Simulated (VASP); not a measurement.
# Al15GaN16 (a cell with a defect) in VASP: single point with PBE

Aim: the single point of Al15GaN16 (a cell with a defect) with PBE.

Program: VASP 6.6.1. These are calculated values, not measurements. Logs are shortened: lines on timing, memory, paths and dates and some standing lists are left out, and cuts for length are marked.

**1. The cell of the first run**

The cell holds a defect, 32 atoms: a = 7.627 Å, b = 7.627 Å, c = 7.627 Å, α = 109.47°, β = 109.47°, γ = 109.47°.

**2. Single point, PBE**

Contents of INCAR:

```
PREC     = Accurate       # precision mode
ENCUT    = 520            # plane-wave cutoff, eV
EDIFF    = 1E-6           # SCF threshold, eV
ISMEAR   = 0              # smearing method
SIGMA    = 0.01           # smearing width, eV
LREAL    = Auto         
LASPH    = True           # aspherical terms in the spheres
NELM     = 60             # most SCF steps
ALGO     = Normal         # electronic algorithm
ISIF     = 2              # what is computed and relaxed
LWAVE    = False          # write WAVECAR
LCHARG   = True           # write CHGCAR
GGA      = PE             # functional
LELF     = True           # ELF
LVHAR    = True         
NBANDS   = 91             # bands
```

Contents of KPOINTS:

```
Automatic mesh
0
Gamma
  2 2 2
  0.5 0.5 0.5
```

Contents of POSCAR:

```
Al15GaN16
1.0
    4.4031742003     -4.4031742003      4.4031742003
   -4.4031742003      4.4031742003      4.4031742003
   -4.4031742003     -4.4031742003     -4.4031742003
Ga Al N
1 15 16
Direct
    0.2501293528      0.7509626335     -0.0001875995
    0.5008044539      0.7509627122      0.7489413634
    0.7501349451      0.7509629491      0.4998154313
   -0.0007369948      0.0016340713      0.9998147149
    0.2501345452      0.0016336614      0.7489446515
   -0.0007348246      0.7509659155      0.2504890883
    0.7501326915      0.2509604133     -0.0001901141
    0.5010034855      0.0018322921      0.5013507801
    0.7516744809      0.0018330864      0.2506818285
   -0.0005345461      0.2494213086      0.7491401080
    0.5008096510      0.5000992541     -0.0001880560
    0.2501358528      0.2509620331      0.4998087289
    0.7485960421      0.5002900229      0.7491406275
    0.5010041818      0.2525052543      0.2506798590
   -0.0005353308      0.5002927719      0.4982689448
    0.2501329952      0.5000955700      0.2504790376
    0.2501347227      0.0081844190     -0.0001858904
    0.5003802378      0.0012069305      0.7505441564
    0.7496477423      0.0002283497      0.4993230671
   -0.0001108756      0.2514510414     -0.0001900632
    0.2501390169      0.2514555672      0.7495668490
    0.0008726555      0.0012079898      0.2500598435
    0.7506306014      0.5007186050     -0.0001860527
    0.4994030586      0.2504736987      0.4993209489
    0.7496473107      0.2504740900      0.2490771774
   -0.0070810853      0.4937426258      0.7425902418
    0.5073603664      0.7509666656     -0.0001888310
    0.2501363388      0.5007174443      0.5002985771
    0.7506248976      0.7509610244      0.7495675083
    0.5003827372      0.5017010467      0.2500565514
   -0.0001095158      0.7509638546      0.5003035349
    0.2501355327      0.7509657342      0.2570316379
```

Potentials or basis: VASP PAW PBE potentials, release 64 (Ga_d, Al, N).

Launch:

```bash
$ cat potpaw_PBE.64/Ga_d/POTCAR potpaw_PBE.64/Al/POTCAR potpaw_PBE.64/N/POTCAR > POTCAR
$ mpirun -np 1 vasp_std > vasp.out
```

OUTCAR:

```text
PREC = Accurate
   ENCUT = 520
   EDIFF = 1E-6
   ISMEAR = 0
   LREAL = Auto
   LASPH = True
   NELM = 60
   ISIF = 2
   GGA = PE

 ion  position               nearest neighbor table
   1  0.250  0.751  1.000-  32 1.96  26 1.96  17 1.96  27 1.96  13 3.12  16 3.12   4 3.12   8 3.12
                             5 3.12   6 3.12  10 3.12  14 3.12  15 3.12  11 3.12   9 3.12   2 3.12
   2  0.501  0.751  0.749-  27 1.90  29 1.90  18 1.91  28 1.91   3 3.10   4 3.10   8 3.10  16 3.10
                            13 3.10   7 3.11  12 3.11  15 3.12   5 3.12   1 3.12  11 3.12   9 3.12
   3  0.750  0.751  0.500-  29 1.90  30 1.90  19 1.90  31 1.90   2 3.10   6 3.10  14 3.10  10 3.10
                            13 3.11   4 3.11   5 3.11  15 3.11   8 3.11  16 3.11  11 3.11   9 3.11
   4  0.999  0.002  1.000-  17 1.90  20 1.90  22 1.91  29 1.91   7 3.10   9 3.10   2 3.10  16 3.10
                            10 3.10  12 3.11   3 3.11   6 3.12  13 3.12   1 3.12  14 3.12   5 3.12
   5  0.250  0.002  0.749-  17 1.90  21 1.90  31 1.91  18 1.91   6 3.10  10 3.10  12 3.10   8 3.10
                            11 3.10   7 3.11   3 3.11   2 3.12  15 3.12   1 3.12  14 3.12   4 3.12
   6  0.999  0.751  0.250-  32 1.90  31 1.90  22 1.91  23 1.91   3 3.10  15 3.10  11 3.10   5 3.10
                             9 3.10  12 3.11   7 3.11   4 3.12  13 3.12   1 3.12  16 3.12   8 3.12
   7  0.750  0.251  1.000-  18 1.90  23 1.90  25 1.90  20 1.90   4 3.10  15 3.10   8 3.10  11 3.10
                             2 3.11   5 3.11  14 3.11  13 3.11   9 3.11  16 3.11  10 3.11   6 3.11
   8  0.501  0.002  0.501-  32 1.90  18 1.90  24 1.91  19 1.91   7 3.10  13 3.10   2 3.10  10 3.10
                             5 3.10  12 3.11   3 3.11   9 3.12  14 3.12   1 3.12  16 3.12   6 3.12
   9  0.752  0.002  0.251-  27 1.90  22 1.90  25 1.91  19 1.91   4 3.10  12 3.10   6 3.10  10 3.10
[... 17 lines left out ...]
  19  0.750  0.000  0.499-   3 1.90  10 1.90   9 1.91   8 1.91
  20  1.000  0.251  1.000-   7 1.90   4 1.90  10 1.91  16 1.91
  21  0.250  0.251  0.750-  12 1.90   5 1.90  11 1.91  10 1.91
  22  0.001  0.001  0.250-  12 1.90   9 1.90   6 1.91   4 1.91
[... 8 lines left out ...]
  31  1.000  0.751  0.500-   3 1.90   6 1.90  15 1.91   5 1.91
  32  0.250  0.751  0.257-   8 1.90  16 1.90   6 1.90   1 1.96

  LATTYP: Found a body centered cubic cell.
 ALAT       =     8.8063484006

  Lattice vectors:

 A1 = (   4.4031742003,  -4.4031742003,   4.4031742003)
 A2 = (  -4.4031742003,   4.4031742003,   4.4031742003)
 A3 = (  -4.4031742003,  -4.4031742003,  -4.4031742003)

Analysis of symmetry for initial positions (statically):
=====================================================================
 Subroutine PRICEL returns:
 Original cell was already a primitive cell.

 Routine SETGRP: Setting up the symmetry group for a
 body centered cubic supercell.

 Subroutine GETGRP returns: Found  6 space group operations
 (whereof  1 operations were pure point group operations)
 out of a pool of 48 trial point group operations.

The static configuration has the point symmetry C_1 .
 The point group associated with its full space group is C_3v.

Analysis of symmetry for dynamics (positions and initial velocities):
=====================================================================
 Subroutine PRICEL returns:
 Original cell was already a primitive cell.

 Routine SETGRP: Setting up the symmetry group for a
 body centered cubic supercell.

 Subroutine GETGRP returns: Found  6 space group operations
 (whereof  1 operations were pure point group operations)
 out of a pool of 48 trial point group operations.

The dynamic configuration has the point symmetry C_1 .
 The point group associated with its full space group is C_3v.

 Subroutine INISYM returns: Found  6 space group operations
 (whereof  1 operations are pure point group operations),
 and found     1 'primitive' translations

----------------------------------------------------------------------------------------

                                     Primitive cell

  volume of cell :     341.4740

  direct lattice vectors                    reciprocal lattice vectors
     4.403174200 -4.403174200  4.403174200     0.000000000 -0.113554444  0.113554444
    -4.403174200  4.403174200  4.403174200    -0.113554444  0.000000000  0.113554444
    -4.403174200 -4.403174200 -4.403174200    -0.113554444 -0.113554444  0.000000000

  length of vectors
     7.626521429  7.626521429  7.626521429     0.160590235  0.160590235  0.160590235

  position of ions in fractional coordinates (direct lattice)
[... 78 lines left out ...]
  Cartesian coordinates                     Fractional coordinates (reciprocal lattice)
     0.000000000 -0.056777222  0.056777222     0.500000000  0.000000000  0.000000000
    -0.056777222  0.000000000  0.056777222     0.000000000  0.500000000  0.000000000
    -0.056777222 -0.056777222  0.000000000     0.000000000  0.000000000  0.500000000

  Length of vectors
     0.080295118  0.080295118  0.080295118

  Shift w.r.t. Gamma in fractional coordinates (k-lattice)
     0.500000000  0.500000000  0.500000000

 Subroutine IBZKPT returns following result:
 ===========================================

 Found      2 irreducible k-points:

 Following reciprocal coordinates:
            Coordinates               Weight
  0.250000  0.250000  0.250000      2.000000
 -0.250000  0.250000  0.250000      6.000000
   k-points           NKPTS =      2   k-points in BZ     NKDIM =      2   number of bands    NBANDS=     91
   number of dos      NEDOS =    301   number of ions     NIONS =     32
   total plane-waves  NPLWV = 216000
   dimension x,y,z NGX =    60 NGY =   60 NGZ =   60
   dimension x,y,z NGXF=   120 NGYF=  120 NGZF=  120
   ions per type =               1  15  16
   NGX,Y,Z   is equivalent  to a cutoff of  13.08, 13.08, 13.08 a.u.
   NGXF,Y,Z  is equivalent  to a cutoff of  26.16, 26.16, 26.16 a.u.
 SYSTEM =  unknown system
   PREC   = accura    normal or accurate (medium, high low for compatibility)
   ISTART =      0    job   : 0-new  1-cont  2-samecut
   ICHARG =      2    charge: 1-file 2-atom 10-const
   ISPIN  =      1    spin polarized calculation?
   LNONCOLLINEAR =      F non collinear calculations
   LSORBIT =      F    spin-orbit coupling
   LASPH  =      T    aspherical Exc in radial PAW
   ENCUT  =  520.0 eV  38.22 Ry    6.18 a.u.  14.18 14.18 14.18*2*pi/ulx,y,z
   NELM   =     60;   NELMIN=  2; NELMDL= -5     # of ELM steps
   EDIFF  = 0.1E-05   stopping-criterion for ELM
   LREAL  =      T    real-space projection
   EDIFFG = 0.1E-04   stopping-criterion for IOM
   NSW    =      0    number of steps for IOM
   IBRION =     -1    ionic relax: 0-MD 1-quasi-New 2-CG
   NFREE  =      0    steps in history (QN), initial steepest desc. (CG)
   ISIF   =      2    stress and relaxation
   ISYM   =      2    0-nonsym 1-usesym 2-fastsym
   POTIM  = 0.5000    time-step for ionic-motion
   TEBEG  =    0.0;   TEEND  =   0.0 temperature during run
   PSTRESS=    0.0 pullay stress
   NELECT =     138.0000    total number of electrons
   NUPDOWN=      -1.0000    fix difference up-down
   EMIN   =  10.00;   EMAX   =-10.00  energy-range for DOS
   EFERMI =   0.00;   METHOD = LEGACY
   ISMEAR =     0;   SIGMA  =   0.01  broadening in eV -4-tet -1-fermi 0-gaus
   EFERMI_NEDOS =   21; number of points for ismear=-14 and -15
   IALGO  =     38    algorithm
   IMIX   =      4    mixing-type and parameters
     AMIX     =   0.40;   BMIX     =  1.00
     AMIX_MAG =   1.60;   BMIX_MAG =  1.00
  volume/ion in A,a.u.               =      10.67        72.01
  Fermi-wavevector in a.u.,A,eV,Ry     =   1.210362  2.287253 19.932215  1.464976
  Thomas-Fermi vector in A             =   2.345911
   LORBIT       =      0    0 simple, 1 ext, 2 COOP (PROOUT), +10 PAW based schemes
   GGA     = PE    functional components
   LHFCALC =     F    Hartree Fock is set to
   AEXX    =    0.0000 exact exchange contribution
   IVDW    =     0    specifies the selected vdW correction
   LEPSILON=     F    determine dielectric tensor
   LRPA    =     F    only Hartree local field effects (RPA)
 non-spin polarized calculation
 Gauss-broadening in eV      SIGMA  =   0.01
  energy-cutoff  :      520.00
  volume of cell :      341.47
 maximum number of plane-waves:      9184
 NGX is ok and might be reduce to    60
   NGX = 29   NGY = 29   NGZ = 29

 number of electron     137.9999969 magnetization

 Free energy of the ion-electron system (eV)
  ---------------------------------------------------
  ext. energy  EPLUGINS =         0.00000000
  ---------------------------------------------------
  free energy    TOTEN  =      -234.85977890 eV

  energy without entropy =     -234.85977890  energy(sigma->0) =     -234.85977890

 E-fermi :   5.6158     XC(G=0): -10.9058

 val. band max:        5.5585647684   @ k =   0.2500   0.2500   0.2500
 cond. band min:       9.9219861438   @ k =  -0.2500   0.2500   0.2500
 fundamental gap:      4.3634213754
 Fermi energy:         5.6157705667

 k-point     1 :       0.2500    0.2500    0.2500
  band No.  band energies     occupation
      1      -8.4048      2.00000
      2      -8.3906      2.00000
      3      -8.3905      2.00000
      4      -8.3903      2.00000
      5      -7.6487      2.00000
      6      -7.6485      2.00000
[... 73 lines left out ...]
     80      11.6361      0.00000
     81      11.6361      0.00000

 k-point     2 :      -0.2500    0.2500    0.2500
  band No.  band energies     occupation
      1      -8.8972      2.00000
      2      -8.0504      2.00000
      3      -8.0503      2.00000
      4      -7.9801      2.00000
      5      -7.8461      2.00000
      6      -7.6814      2.00000
[... 73 lines left out ...]
     80      12.3923      0.00000
     81      12.4261      0.00000
 [bands above 81 left out]

------------------------ aborting loop because EDIFF is reached ----------------------------------------

  FORCE on cell =-STRESS in cart. coord.  units (eV):
  Direction    XX          YY          ZZ          XY          YZ          ZX
  --------------------------------------------------------------------------------------
  -------------------------------------------------------------------------------------
  Total        1.9423760      1.9423760      1.9423760      0.0066625      0.0066625     -0.0066625
  in kB        9.1135230      9.1135230      9.1135230      0.0312600      0.0312600     -0.0312600
  external PRESSURE =       9.1135230 kB  Pullay stress =       0.0000000 kB

 VOLUME and BASIS-vectors are now :
 -----------------------------------------------------------------------------
  energy-cutoff  :      520.00
  volume of cell :      341.47
      direct lattice vectors                 reciprocal lattice vectors
     4.403174200 -4.403174200  4.403174200     0.000000000 -0.113554444  0.113554444
    -4.403174200  4.403174200  4.403174200    -0.113554444  0.000000000  0.113554444
    -4.403174200 -4.403174200 -4.403174200    -0.113554444 -0.113554444  0.000000000

 POSITION                                       TOTAL-FORCE (eV/Angst)
 -----------------------------------------------------------------------------------
     -6.60760     -2.19709      0.00563        -0.000004      0.000004     -0.000004
     -4.39921     -2.19623      2.21403         0.001962     -0.000710      0.001962
     -2.20442     -2.19713      4.40882         0.000377     -0.000165      0.000377
     -0.00962     -8.79509      0.00477        -0.001517      0.001517     -0.001012
     -2.20354     -4.39193     -2.18915        -0.000486      0.001048      0.002570
     -0.00964     -2.19625      6.60363        -0.001517      0.001012     -0.001517
[... 24 lines left out ...]
     -1.10686     -3.29899      5.50639        -0.000046      0.000035     -0.000046
     -3.33700      1.07349      3.27627        -0.011191     -0.011153     -0.011191
 -----------------------------------------------------------------------------------
    total drift:                                0.020965     -0.070794     -0.080801

  FREE ENERGIE OF THE ION-ELECTRON SYSTEM (eV)
  ---------------------------------------------------
  free  energy   TOTEN  =      -234.8597789014 eV

  energy  without entropy=     -234.8597789014  energy(sigma->0) =     -234.85977890
```

It took 5.1 min on 1 thread of AMD EPYC 7R43 (Zen 3), shared host; peak memory 0.44 GiB.

What came out:

| Quantity | Value |
| --- | --- |
| Free energy | -234.8598 eV |
| Pressure | 0.9 GPa |
| Largest force | 0.019 eV/Å |
| Band gap on the k mesh | 4.36 eV |

Forces on the atoms (eV/Å):
```
Ga   0.000  0.000  0.000
Al   0.002 -0.001  0.002
Al   0.000  0.000  0.000
Al  -0.002  0.002 -0.001
Al   0.000  0.001  0.003
Al  -0.002  0.001 -0.002
Al   0.000  0.000  0.000
Al  -0.001 -0.003  0.000
Al   0.001 -0.002  0.002
Al   0.003  0.000 -0.001
Al   0.002 -0.002  0.001
Al   0.000  0.000  0.000
Al  -0.001  0.002 -0.002
Al  -0.001  0.000  0.003
Al   0.003  0.001  0.000
Al   0.000 -0.003 -0.001
N   -0.011  0.011  0.011
N    0.000  0.000  0.000
N    0.000  0.000  0.000
N    0.000  0.000  0.000
N    0.000  0.000  0.000
N    0.000  0.000  0.000
N    0.000  0.000  0.000
N    0.000  0.000  0.000
N    0.000  0.000  0.000
N    0.011  0.011 -0.011
N    0.011 -0.011  0.011
N    0.000  0.000  0.000
N    0.000  0.000  0.000
N    0.000  0.000  0.000
N    0.000  0.000  0.000
N   -0.011 -0.011 -0.011
```
